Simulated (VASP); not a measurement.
CsBr: single point with PBEsol

CsBr:

```
Cs Br
1.0
     4.28600    0.00000    0.00000
     0.00000    4.28600    0.00000
     0.00000    0.00000    4.28600
Cs Br
1 1
Direct
  0.00000 0.00000 0.00000
  0.50000 0.50000 0.50000
```

```yaml
Program: VASP 6.6.1
Task: single point
Functional: PBEsol
Potentials_or_basis: VASP PAW PBE potentials, release 64 (Cs_sv, Br)
Cutoff: 500 eV
k_mesh: 4 × 4 × 4
Occupations: gaussian, width 0.01 eV
Spin: no spin polarisation
```

```yaml
Pressure: -0.4 GPa
Band_gap_on_the_k_mesh: 4.33 eV, direct
```

Levels at points of the mesh, in eV from the valence-band top:
```
           k point  band 4  band 5  band 6  band 7  band 8  band 9  band 10  band 11  band 12  band 13
(0.00, 0.00, 0.00)   -6.33   -6.33    0.00    0.00    0.00    4.33     4.80     4.80     9.10     9.10
(0.50, 0.00, 0.00)   -6.22   -6.22   -1.37   -0.22   -0.22    5.84     7.21     7.60     8.18     8.85
(0.50, 0.50, 0.00)   -6.94   -6.15   -0.59   -0.59    0.00    5.14     5.37     7.16     7.16    10.98
(0.50, 0.50, 0.50)   -6.74   -6.74   -1.21   -1.21   -1.21    8.26     8.26     8.26     9.04     9.04
```

Wall time 5.4 s on 1 thread of Intel(R) Xeon(R) 6975P-C (Granite Rapids) (shared host), peak memory 0.17 GiB.

Caveat: the PAW data sets were made with another functional, which shifts forces and pressure a little; spin-orbit coupling is left out, which moves the levels of the heavy elements.
